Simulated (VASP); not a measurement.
# CdTe (F-43m) in VASP: settings compared

Aim: see how the results for CdTe move with the level of theory and the settings. Levels: r2SCANh, r2SCAN50. Tasks: single point.

Everything below comes from runs of VASP 6.6.1. Logs are shortened: lines on timing, memory, paths and dates and some standing lists are left out, and cuts for length are marked.

### 1 The cell of the first run

It takes space group F-43m (No. 216, cubic). The conventional cell has a = 6.410 Å, b = 6.410 Å, c = 6.410 Å, α = 90.00°, β = 90.00°, γ = 90.00°. Within 3.7 Å of Te (site symmetry -43m) lie 4 Cd at 2.78 Å. Cd (site symmetry -43m) has 4 Te at 2.78 Å within 3.7 Å.

### 2 Single point, r2SCANh

File POSCAR:

```
CdTe
1.0
    0.0000000000      3.2050000000      3.2050000000
    3.2050000000      0.0000000000      3.2050000000
    3.2050000000      3.2050000000      0.0000000000
Te Cd
1 1
Direct
    0.7500000000      0.7500000000      0.7500000000
    0.0000000000      0.0000000000      0.0000000000
```

File INCAR.step1:

```
SYSTEM = CdTe
ALGO = Normal
EDIFF = 1E-5
ENCUT = 520
GGA = PE
ISIF = 2
ISMEAR = -1
LASPH = .True.
LCHARG = .False.
LREAL = .False.
LWAVE = .True.
NBANDS = 16
NELM = 80
PREC = Accurate
SIGMA = 0.05
```

File INCAR.step2:

```
SYSTEM = CdTe
AEXX = 0.1
ALGO = Normal
EDIFF = 1E-7
ENCUT = 520
ISIF = 2
ISMEAR = -1
ISTART = 1
LASPH = .True.
LCHARG = .False.
LHFCALC = .True.
LMIXTAU = .True.
LREAL = .False.
LWAVE = .False.
METAGGA = R2SCAN
NBANDS = 16
NELM = 80
PREC = Accurate
PRECFOCK = Normal
SIGMA = 0.05
```

File KPOINTS:

```
k-points
0
Gamma
  4 4 4
  0 0 0
```

Potentials or basis: VASP PAW PBE potentials, release 64 (Te, Cd).

The run is started by

```console
$ cat potpaw_PBE.64/Te/POTCAR potpaw_PBE.64/Cd/POTCAR > POTCAR
$ cp INCAR.step1 INCAR
$ mpirun -np 1 vasp_std > vasp.out
$ cp INCAR.step2 INCAR
$ mpirun -np 1 vasp_std > vasp.out
```

OUTCAR:

```text
SYSTEM = CdTe
   AEXX = 0.1
   EDIFF = 1E-7
   ENCUT = 520
   ISIF = 2
   ISMEAR = -1
   ISTART = 1
   LASPH = .True.
   LHFCALC = .True.
   LREAL = .False.
   METAGGA = R2SCAN
   NELM = 80
   PREC = Accurate
   PRECFOCK = Normal

 ion  position               nearest neighbor table
   1  0.750  0.750  0.750-   2 2.78   2 2.78   2 2.78   2 2.78
   2  0.000  0.000  0.000-   1 2.78   1 2.78   1 2.78   1 2.78

  LATTYP: Found a face centered cubic cell.
 ALAT       =     6.4100000000

  Lattice vectors:

 A1 = (   0.0000000000,   3.2050000000,   3.2050000000)
 A2 = (   3.2050000000,   0.0000000000,   3.2050000000)
 A3 = (   3.2050000000,   3.2050000000,   0.0000000000)

Analysis of symmetry for initial positions (statically):
=====================================================================
 Subroutine PRICEL returns:
 Original cell was already a primitive cell.

 Routine SETGRP: Setting up the symmetry group for a
 face centered cubic supercell.

 Subroutine GETGRP returns: Found 24 space group operations
 (whereof 24 operations were pure point group operations)
 out of a pool of 48 trial point group operations.

The static configuration has the point symmetry T_d .

Analysis of symmetry for dynamics (positions and initial velocities):
=====================================================================
 Subroutine PRICEL returns:
 Original cell was already a primitive cell.

 Routine SETGRP: Setting up the symmetry group for a
 face centered cubic supercell.

 Subroutine GETGRP returns: Found 24 space group operations
 (whereof 24 operations were pure point group operations)
 out of a pool of 48 trial point group operations.

The dynamic configuration has the point symmetry T_d .

 Subroutine INISYM returns: Found 24 space group operations
 (whereof 24 operations are pure point group operations),
 and found     1 'primitive' translations

----------------------------------------------------------------------------------------

                                     Primitive cell

  volume of cell :      65.8437

  direct lattice vectors                    reciprocal lattice vectors
     0.000000000  3.205000000  3.205000000    -0.156006240  0.156006240  0.156006240
     3.205000000  0.000000000  3.205000000     0.156006240 -0.156006240  0.156006240
     3.205000000  3.205000000  0.000000000     0.156006240  0.156006240 -0.156006240
[... 73 lines left out ...]
   ISIF   =      2    stress and relaxation
   ISYM   =      3    0-nonsym 1-usesym 2-fastsym
   POTIM  = 0.5000    time-step for ionic-motion
   TEBEG  =    0.0;   TEEND  =   0.0 temperature during run
   PSTRESS=    0.0 pullay stress
   NELECT =      18.0000    total number of electrons
   NUPDOWN=      -1.0000    fix difference up-down
   EMIN   =  10.00;   EMAX   =-10.00  energy-range for DOS
   EFERMI =   0.00;   METHOD = LEGACY
   ISMEAR =    -1;   SIGMA  =   0.05  broadening in eV -4-tet -1-fermi 0-gaus
   EFERMI_NEDOS =   21; number of points for ismear=-14 and -15
   IALGO  =     38    algorithm
   IMIX   =      1    mixing-type and parameters
     AMIX     =   0.40;   BMIX     =  1.00
     AMIX_MAG =   1.60;   BMIX_MAG =  1.00
  volume/ion in A,a.u.               =      32.92       222.17
  Fermi-wavevector in a.u.,A,eV,Ry     =   1.062497  2.007828 15.359610  1.128899
  Thomas-Fermi vector in A             =   2.197950
   LORBIT       =      0    0 simple, 1 ext, 2 COOP (PROOUT), +10 PAW based schemes
   METAGGA = R2SCAN    functional components
   LHFCALC =     T    Hartree Fock is set to
   PRECFOCK=normal    Normal, Fast or Accurate (Low or Medium for compatibility)
   ENCUT4O =  -1.0   cutoff for four orbital integrals eV
   NKREDX  =     1    reduce k-point grid by
   NKREDY  =     1    reduce k-point grid by
   NKREDZ  =     1    reduce k-point grid by
   AEXX    =    0.1000 exact exchange contribution
   HFSCREEN=    0.0000 screening length (either q_TF or 0.3 A-1)
   HFSCREENC=   0.0000 screening length for correlation (either q_TF or 0.3 A-1)
   ENCUTFOCK=  -1.0 apply spherical cutoff to Coloumb kernel
   IVDW    =     0    specifies the selected vdW correction
   LEPSILON=     F    determine dielectric tensor
   LRPA    =     F    only Hartree local field effects (RPA)
 non-spin polarized calculation
  energy-cutoff  :      520.00
  volume of cell :       65.84
 maximum number of plane-waves:      1807
 NGX is ok and might be reduce to    36
  NGX = 28; NGY = 28; NGZ = 28

 number of electron      17.9999995 magnetization

 Free energy of the ion-electron system (eV)
  ---------------------------------------------------
  ext. energy  EPLUGINS =         0.00000000
  ---------------------------------------------------
  free energy    TOTEN  =       -43.13900912 eV

  energy without entropy =      -43.13900911  energy(sigma->0) =      -43.13900912

 E-fermi :   3.0920     XC(G=0):  -8.4467

 val. band max:        2.1175742498   @ k =   0.0000   0.0000   0.0000
 cond. band min:       4.0083581898   @ k =   0.0000   0.0000   0.0000
 fundamental gap:      1.8907839400
 Fermi energy:         3.0919610794

 k-point     1 :       0.0000    0.0000    0.0000
  band No.  band energies     occupation
      1      -9.9820      2.00000
      2      -7.0932      2.00000
      3      -7.0932      2.00000
      4      -7.0932      2.00000
      5      -6.7853      2.00000
      6      -6.7853      2.00000
[... 129 lines left out ...]
      3      -6.9437      2.00000
      4      -6.8203      2.00000
      5      -6.7857      2.00000
      6      -6.0685      2.00000
[... 8 lines left out ...]
     15      14.6240      0.00000
     16      14.8551      0.00000

------------------------ aborting loop because EDIFF is reached ----------------------------------------

  FORCE on cell =-STRESS in cart. coord.  units (eV):
  Direction    XX          YY          ZZ          XY          YZ          ZX
  --------------------------------------------------------------------------------------
  -------------------------------------------------------------------------------------
  Total        1.3516529      1.3516529      1.3516529     -0.0000000     -0.0000000      0.0000000
  in kB       32.8898317     32.8898317     32.8898317     -0.0000000     -0.0000000      0.0000000
  external PRESSURE =      32.8898317 kB  Pullay stress =       0.0000000 kB

 VOLUME and BASIS-vectors are now :
 -----------------------------------------------------------------------------
  energy-cutoff  :      520.00
  volume of cell :       65.84
      direct lattice vectors                 reciprocal lattice vectors
     0.000000000  3.205000000  3.205000000    -0.156006240  0.156006240  0.156006240
     3.205000000  0.000000000  3.205000000     0.156006240 -0.156006240  0.156006240
     3.205000000  3.205000000  0.000000000     0.156006240  0.156006240 -0.156006240

 POSITION                                       TOTAL-FORCE (eV/Angst)
 -----------------------------------------------------------------------------------
      4.80750      4.80750      4.80750         0.000000      0.000000      0.000000
      0.00000      0.00000      0.00000        -0.000000     -0.000000     -0.000000
 -----------------------------------------------------------------------------------
    total drift:                               -0.000002     -0.000006     -0.000002

  FREE ENERGIE OF THE ION-ELECTRON SYSTEM (eV)
  ---------------------------------------------------
  free  energy   TOTEN  =       -43.1390091156 eV

  energy  without entropy=      -43.1390091149  energy(sigma->0) =      -43.13900912
```

OUTCAR.step1:

```text
SYSTEM = CdTe
   EDIFF = 1E-5
   ENCUT = 520
   GGA = PE
   ISIF = 2
   ISMEAR = -1
   LASPH = .True.
[... 354 lines left out ...]
      4.80750      4.80750      4.80750        -0.000000     -0.000000      0.000000
      0.00000      0.00000      0.00000         0.000000      0.000000     -0.000000
 -----------------------------------------------------------------------------------
    total drift:                                0.000000      0.000000      0.000000

  FREE ENERGIE OF THE ION-ELECTRON SYSTEM (eV)
  ---------------------------------------------------
  free  energy   TOTEN  =        -4.6609438363 eV

  energy  without entropy=       -4.6609344387  energy(sigma->0) =       -4.66093914
```

It took 8.4 min on 1 thread of Intel Xeon 6975P-C (Granite Rapids), shared host; peak memory 0.23 GiB.

Results:

```yaml
Free_energy: -43.1390 eV
Pressure: 3.3 GPa
Band_gap_on_the_k_mesh: 1.89 eV
```

Caveat: the k points lie up to 0.42 Å⁻¹ apart; the PAW data sets were made with another functional, which shifts forces and pressure a little; spin-orbit coupling is left out, which moves the levels of the heavy elements.

(Part 1 of 2 ends here.)
